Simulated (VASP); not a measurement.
Ca, 1 atom in the cell. It takes space group Fm-3m (No. 225, cubic). The conventional cell has a = 5.698 Å, b = 5.698 Å, c = 5.698 Å, α = 90.00°, β = 90.00°, γ = 90.00°. Ca (site symmetry m-3m) has 12 Ca at 4.03 Å within 5.3 Å. 

| Item | Value |
| --- | --- |
| Program | VASP 6.6.1 |
| Task | single point |
| Functional | PBEsol |
| Potentials or basis | VASP PAW PBE potentials, release 64 (Ca_sv) |
| Cutoff | 520 eV |
| k mesh | 8 × 8 × 8 |
| Occupations | fermi-dirac, width 0.05 eV |
| Spin | no spin polarisation |
| Dipole correction | no |
| Further INCAR settings | ALGO = Fast; EDIFF = 1e-06; NBANDS = 11 |

Potentials or basis: VASP PAW PBE potentials, release 64 (Ca_sv).

Run with:

```bash
$ cat potpaw_PBE.64/Ca_sv/POTCAR > POTCAR
$ mpirun -np 1 vasp_std > vasp.out
```

Hardware: 1 thread of Intel(R) Xeon(R) Platinum 8375C CPU @ 2.90GHz (Ice Lake), with other jobs on the host.

Problem. How long does it take, and how much memory?

Solution. Run time: 13 s on 1 thread of Intel(R) Xeon(R) Platinum 8375C CPU @ 2.90GHz (Ice Lake), on a shared host, peak memory 0.16 GiB. Counts: scf iterations 14, k points 29.
